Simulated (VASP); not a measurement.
# ZrN (rocksalt type) (Fm-3m) in VASP: further runs

The runs below take ZrN (rocksalt type) through single point, with r2SCAN.

Everything below comes from runs of VASP 6.6.1. Logs are shortened: lines on timing, memory, paths and dates and some standing lists are left out, and cuts for length are marked.

### 1 The cell of the first run

The structure is cubic, space group Fm-3m (No. 225). Conventional cell: a = 3.952 Å, b = 3.952 Å, c = 3.952 Å, α = 90.00°, β = 90.00°, γ = 90.00°. Within 2.6 Å of Zr (site symmetry m-3m) lie 6 N at 1.98 Å. Within 2.6 Å of N (site symmetry m-3m) lie 6 Zr at 1.98 Å.

### 2 Single point, r2SCAN (7.72 Å³/atom)

Contents of POSCAR:

```
ZrN
1.0
    0.0000000000      1.9760898853      1.9760898853
    1.9760898853      0.0000000000      1.9760898853
    1.9760898853      1.9760898853      0.0000000000
Zr N
1 1
Direct
    0.0000000000      0.0000000000      0.0000000000
    0.5000000000      0.5000000000      0.5000000000
```

Contents of INCAR.step1:

```
PREC = Accurate
ENCUT = 660
ISMEAR = -1
SIGMA = 0.05
LREAL = F
LASPH = T
NELM = 120
NBANDS = 16
GGA = PE
ALGO = Normal
EDIFF = 1E-5
LWAVE = T
LCHARG = F
GGA_COMPAT = F
```

Contents of INCAR.step2:

```
PREC = Accurate
ENCUT = 660
EDIFF = 1E-6
ISMEAR = -1
SIGMA = 0.05
LREAL = F
LASPH = T
NELM = 120
ALGO = Normal
ISIF = 2
LWAVE = F
LCHARG = T
METAGGA = R2SCAN
LMIXTAU = T
LELF = T
LVHAR = T
NBANDS = 16
ISTART = 1
GGA_COMPAT = F
```

Contents of KPOINTS:

```
Automatic mesh
0
Gamma
  15 15 15
```

Potentials or basis: VASP PAW PBE potentials, release 64 (Zr_sv, N).

Command:

```
$ cat potpaw_PBE.64/Zr_sv/POTCAR potpaw_PBE.64/N/POTCAR > POTCAR
$ cp INCAR.step1 INCAR
$ mpirun -np 1 vasp_std > vasp.out
$ cp INCAR.step2 INCAR
$ mpirun -np 1 vasp_std > vasp.out
```

OUTCAR:

```text
PREC = Accurate
   ENCUT = 660
   EDIFF = 1E-6
   ISMEAR = -1
   LREAL = F
   LASPH = T
   NELM = 120
   ISIF = 2
   METAGGA = R2SCAN
   ISTART = 1

 ion  position               nearest neighbor table
   1  0.000  0.000  0.000-   2 1.98   2 1.98   2 1.98   2 1.98   2 1.98   2 1.98
   2  0.500  0.500  0.500-   1 1.98   1 1.98   1 1.98   1 1.98   1 1.98   1 1.98

  LATTYP: Found a face centered cubic cell.
 ALAT       =     3.9521797706

  Lattice vectors:

 A1 = (   0.0000000000,   1.9760898853,   1.9760898853)
 A2 = (   1.9760898853,   0.0000000000,   1.9760898853)
 A3 = (   1.9760898853,   1.9760898853,   0.0000000000)

Analysis of symmetry for initial positions (statically):
=====================================================================
 Subroutine PRICEL returns:
 Original cell was already a primitive cell.

 Routine SETGRP: Setting up the symmetry group for a
 face centered cubic supercell.

 Subroutine GETGRP returns: Found 48 space group operations
 (whereof 48 operations were pure point group operations)
 out of a pool of 48 trial point group operations.

The static configuration has the point symmetry O_h .

Analysis of symmetry for dynamics (positions and initial velocities):
=====================================================================
 Subroutine PRICEL returns:
 Original cell was already a primitive cell.

 Routine SETGRP: Setting up the symmetry group for a
 face centered cubic supercell.

 Subroutine GETGRP returns: Found 48 space group operations
 (whereof 48 operations were pure point group operations)
 out of a pool of 48 trial point group operations.

The dynamic configuration has the point symmetry O_h .

 Subroutine INISYM returns: Found 48 space group operations
 (whereof 48 operations are pure point group operations),
 and found     1 'primitive' translations

----------------------------------------------------------------------------------------

                                     Primitive cell

  volume of cell :      15.4330

  direct lattice vectors                    reciprocal lattice vectors
     0.000000000  1.976089885  1.976089885    -0.253024928  0.253024928  0.253024928
     1.976089885  0.000000000  1.976089885     0.253024928 -0.253024928  0.253024928
     1.976089885  1.976089885  0.000000000     0.253024928  0.253024928 -0.253024928

  length of vectors
     2.794613116  2.794613116  2.794613116     0.438252030  0.438252030  0.438252030

  position of ions in fractional coordinates (direct lattice)
     0.000000000  0.000000000  0.000000000
     0.500000000  0.500000000  0.500000000
[... 77 lines left out ...]
   EDIFF  = 0.1E-05   stopping-criterion for ELM
   LREAL  =      F    real-space projection
   EDIFFG = 0.1E-04   stopping-criterion for IOM
   NSW    =      0    number of steps for IOM
   IBRION =     -1    ionic relax: 0-MD 1-quasi-New 2-CG
   NFREE  =      0    steps in history (QN), initial steepest desc. (CG)
   ISIF   =      2    stress and relaxation
   ISYM   =      2    0-nonsym 1-usesym 2-fastsym
   POTIM  = 0.5000    time-step for ionic-motion
   TEBEG  =    0.0;   TEEND  =   0.0 temperature during run
   PSTRESS=    0.0 pullay stress
   NELECT =      17.0000    total number of electrons
   NUPDOWN=      -1.0000    fix difference up-down
   EMIN   =  10.00;   EMAX   =-10.00  energy-range for DOS
   EFERMI =   0.00;   METHOD = LEGACY
   ISMEAR =    -1;   SIGMA  =   0.05  broadening in eV -4-tet -1-fermi 0-gaus
   EFERMI_NEDOS =   21; number of points for ismear=-14 and -15
   IALGO  =     38    algorithm
   IMIX   =      4    mixing-type and parameters
     AMIX     =   0.40;   BMIX     =  1.00
     AMIX_MAG =   1.60;   BMIX_MAG =  1.00
  volume/ion in A,a.u.               =       7.72        52.07
  Fermi-wavevector in a.u.,A,eV,Ry     =   1.690731  3.195018 38.893211  2.858570
  Thomas-Fermi vector in A             =   2.772625
   LORBIT       =      0    0 simple, 1 ext, 2 COOP (PROOUT), +10 PAW based schemes
   METAGGA = R2SCAN    functional components
   LHFCALC =     F    Hartree Fock is set to
   AEXX    =    0.0000 exact exchange contribution
   IVDW    =     0    specifies the selected vdW correction
   LEPSILON=     F    determine dielectric tensor
   LRPA    =     F    only Hartree local field effects (RPA)
 non-spin polarized calculation
  energy-cutoff  :      660.00
  volume of cell :       15.43
 maximum number of plane-waves:       609
   NGX = 11   NGY = 11   NGZ = 11

 number of electron      17.0000000 magnetization

 Free energy of the ion-electron system (eV)
  ---------------------------------------------------
  ext. energy  EPLUGINS =         0.00000000
  ---------------------------------------------------
  free energy    TOTEN  =       -30.29367012 eV

  energy without entropy =      -30.29110748  energy(sigma->0) =      -30.29238880

 E-fermi :  18.7611     XC(G=0): -16.1061

 val. band max:       18.7271655969   @ k =   0.1333   0.0000   0.0000
 cond. band min:      18.8009099292   @ k =  -0.1333   0.0667   0.0000
 fundamental gap:      0.0737443323
 Fermi energy:        18.7611207868

 k-point     1 :       0.0000    0.0000    0.0000
  band No.  band energies     occupation
      1     -32.0673      2.00000
      2      -7.7214      2.00000
      3      -7.7214      2.00000
      4      -7.7214      2.00000
      5       0.2779      2.00000
      6      15.3051      2.00000
[... 433 lines left out ...]
      3      -8.0985      2.00000
      4      -8.0391      2.00000
      5       1.9946      2.00000
      6      11.2375      2.00000
[... 8 lines left out ...]
     15      33.0913      0.00000
     16      44.8617      0.00000

 [... further k-points ...]

------------------------ aborting loop because EDIFF is reached ----------------------------------------

  FORCE on cell =-STRESS in cart. coord.  units (eV):
  Direction    XX          YY          ZZ          XY          YZ          ZX
  --------------------------------------------------------------------------------------
  -------------------------------------------------------------------------------------
  Total       28.8026296     28.8026296     28.8026296     -0.0000000      0.0000000      0.0000000
  in kB     2990.1477005   2990.1477005   2990.1477005     -0.0000000      0.0000000      0.0000000
  external PRESSURE =    2990.1477005 kB  Pullay stress =       0.0000000 kB

 VOLUME and BASIS-vectors are now :
 -----------------------------------------------------------------------------
  energy-cutoff  :      660.00
  volume of cell :       15.43
      direct lattice vectors                 reciprocal lattice vectors
     0.000000000  1.976089885  1.976089885    -0.253024928  0.253024928  0.253024928
     1.976089885  0.000000000  1.976089885     0.253024928 -0.253024928  0.253024928
     1.976089885  1.976089885  0.000000000     0.253024928  0.253024928 -0.253024928

 POSITION                                       TOTAL-FORCE (eV/Angst)
 -----------------------------------------------------------------------------------
      0.00000      0.00000      0.00000         0.000000      0.000000      0.000000
      1.97609      1.97609      1.97609         0.000000      0.000000      0.000000
 -----------------------------------------------------------------------------------
    total drift:                                0.000000     -0.000000     -0.000000

  FREE ENERGIE OF THE ION-ELECTRON SYSTEM (eV)
  ---------------------------------------------------
  free  energy   TOTEN  =       -30.2936701160 eV

  energy  without entropy=      -30.2911074777  energy(sigma->0) =      -30.29238880
```

OUTCAR.step1:

```text
PREC = Accurate
   ENCUT = 660
   ISMEAR = -1
   LREAL = F
   LASPH = T
   NELM = 120
[... 674 lines left out ...]
 -----------------------------------------------------------------------------------
      0.00000      0.00000      0.00000        -0.000000      0.000000      0.000000
      1.97609      1.97609      1.97609         0.000000      0.000000     -0.000000
 -----------------------------------------------------------------------------------
    total drift:                                0.000000     -0.000000     -0.000000

  FREE ENERGIE OF THE ION-ELECTRON SYSTEM (eV)
  ---------------------------------------------------
  free  energy   TOTEN  =       -14.8949485817 eV

  energy  without entropy=      -14.8922954315  energy(sigma->0) =      -14.89362201
```

Wall time 84 s (1 thread of Intel Xeon Platinum 8488C (Sapphire Rapids), shared host); peak memory 0.17 GiB.

Results:

- Free energy: -30.2937 eV
- Pressure: 299.0 GPa
- Band gap on the k mesh: zero (an odd number of electrons rules out a gap without spin polarisation)

Caveat: the cell stands under pressure; the PAW data sets were made with another functional, which shifts forces and pressure a little.

### 3 Single point, r2SCAN (8.68 Å³/atom)

This run uses another cell than the first one, of 8.68 Å³/atom.

Contents of POSCAR:

```
ZrN
1.0
    0.0000000000      2.0552163017      2.0552163017
    2.0552163017      0.0000000000      2.0552163017
    2.0552163017      2.0552163017      0.0000000000
Zr N
1 1
Direct
    0.0000000000      0.0000000000      0.0000000000
    0.5000000000      0.5000000000      0.5000000000
```

Contents of INCAR.step1:

```
SYSTEM = ZrN
PREC = Accurate ; ENCUT = 660
ISMEAR = -1 ; SIGMA = 0.05
LREAL = .False. ; LASPH = .True.
NELM = 120 ; NBANDS = 16
GGA = PE ; ALGO = Normal
EDIFF = 1E-5 ; LWAVE = .True.
LCHARG = .False. ; GGA_COMPAT = .False.
```

Contents of INCAR.step2:

```
SYSTEM = ZrN
PREC = Accurate ; ENCUT = 660
EDIFF = 1E-6 ; ISMEAR = -1
SIGMA = 0.05 ; LREAL = .False.
LASPH = .True. ; NELM = 120
ALGO = Normal ; ISIF = 2
LWAVE = .False. ; LCHARG = .False.
METAGGA = R2SCAN ; LMIXTAU = .True.
NBANDS = 16 ; ISTART = 1
GGA_COMPAT = .False.
```

Contents of KPOINTS:

```
Automatic mesh
0
Gamma
  15 15 15
  0 0 0
```

Potentials or basis: VASP PAW PBE potentials, release 64 (Zr_sv, N).

Command:

```
$ cat potpaw_PBE.64/Zr_sv/POTCAR potpaw_PBE.64/N/POTCAR > POTCAR
$ cp INCAR.step1 INCAR
$ mpirun -np 1 vasp_std > vasp.out
$ cp INCAR.step2 INCAR
$ mpirun -np 1 vasp_std > vasp.out
```

Wall time 80 s (1 thread of Intel Xeon Platinum 8488C (Sapphire Rapids), shared host); peak memory 0.18 GiB.

Results (log left out):

```yaml
Free_energy: -33.0771 eV
Pressure: 173.2 GPa
Band_gap_on_the_k_mesh: zero (an odd number of electrons rules out a gap without spin polarisation)
```

Levels at points of the mesh, in eV from the Fermi level:
```tsv
k point	band 5	band 6	band 7	band 8	band 9	band 10	band 11	band 12	band 13	band 14
(0.00, 0.00, 0.00)	-18.49	-3.42	-3.42	-3.42	-0.62	-0.62	-0.62	2.48	2.48	7.13
```

Caveat: the cell stands under pressure; the PAW data sets were made with another functional, which shifts forces and pressure a little.

### 4 Single point, r2SCAN (9.65 Å³/atom)

This run uses another cell than the first one, of 9.65 Å³/atom.

Contents of POSCAR:

```
ZrN
1.0
    0.0000000000      2.1286782998      2.1286782998
    2.1286782998      0.0000000000      2.1286782998
    2.1286782998      2.1286782998      0.0000000000
Zr N
1 1
Direct
    0.0000000000      0.0000000000      0.0000000000
    0.5000000000      0.5000000000      0.5000000000
```

Contents of INCAR.step1:

```
PREC = Accurate
ENCUT = 660
ISMEAR = -1
SIGMA = 0.05
LREAL = F
LASPH = T
NELM = 120
NBANDS = 16
GGA = PE
ALGO = Normal
EDIFF = 1E-5
LWAVE = T
LCHARG = F
GGA_COMPAT = F
```

Contents of INCAR.step2:

```
PREC = Accurate
ENCUT = 660
EDIFF = 1E-6
ISMEAR = -1
SIGMA = 0.05
LREAL = F
LASPH = T
NELM = 120
ALGO = Normal
ISIF = 2
LWAVE = F
LCHARG = T
METAGGA = R2SCAN
LMIXTAU = T
LELF = T
LVHAR = T
NBANDS = 16
ISTART = 1
GGA_COMPAT = F
```

Contents of KPOINTS:

```
Automatic mesh
0
Gamma
  15 15 15
```

Command:

```
$ cat potpaw_PBE.64/Zr_sv/POTCAR potpaw_PBE.64/N/POTCAR > POTCAR
$ cp INCAR.step1 INCAR
$ mpirun -np 1 vasp_std > vasp.out
$ cp INCAR.step2 INCAR
$ mpirun -np 1 vasp_std > vasp.out
```

It took 2.4 min on 1 thread of Intel Xeon Platinum 8488C (Sapphire Rapids), shared host; peak memory 0.2 GiB.

The run converged. Its results:

```
Free energy            : -34.6552 eV
Pressure               : 94.7 GPa
Band gap on the k mesh : zero (an odd number of electrons rules out a gap without spin polarisation)
```

Levels at points of the mesh, in eV from the Fermi level:
| k point | band 5 | band 6 | band 7 | band 8 | band 9 | band 10 | band 11 | band 12 | band 13 | band 14 |
| --- | --- | --- | --- | --- | --- | --- | --- | --- | --- | --- |
| (0.00, 0.00, 0.00) | -18.29 | -3.34 | -3.34 | -3.34 | -0.54 | -0.54 | -0.54 | 2.19 | 2.19 | 5.70 |

Caveat: the cell stands under pressure; the PAW data sets were made with another functional, which shifts forces and pressure a little.

### 5 The runs side by side

| cell | gap on the mesh (eV) | pressure (GPa) |
| --- | --- | --- |
| a = 2.795 Å, angles 60.0°, 2 atoms | none | 299.0 |
| a = 2.907 Å, angles 60.0°, 2 atoms | none | 173.2 |
| a = 3.010 Å, angles 60.0°, 2 atoms | none | 94.7 |

Alike in all rows: task single point; level r2SCAN; potentials or basis VASP PAW PBE potentials, release 64 (Zr_sv, N); no spin polarisation; k mesh 15 × 15 × 15; cutoff (eV) 660; smearing fermi-dirac 0.05 eV.

Caveats: the cell stands under pressure; the PAW data sets were made with another functional, which shifts forces and pressure a little.

Absolute energies hang on the potentials; compare differences alone.
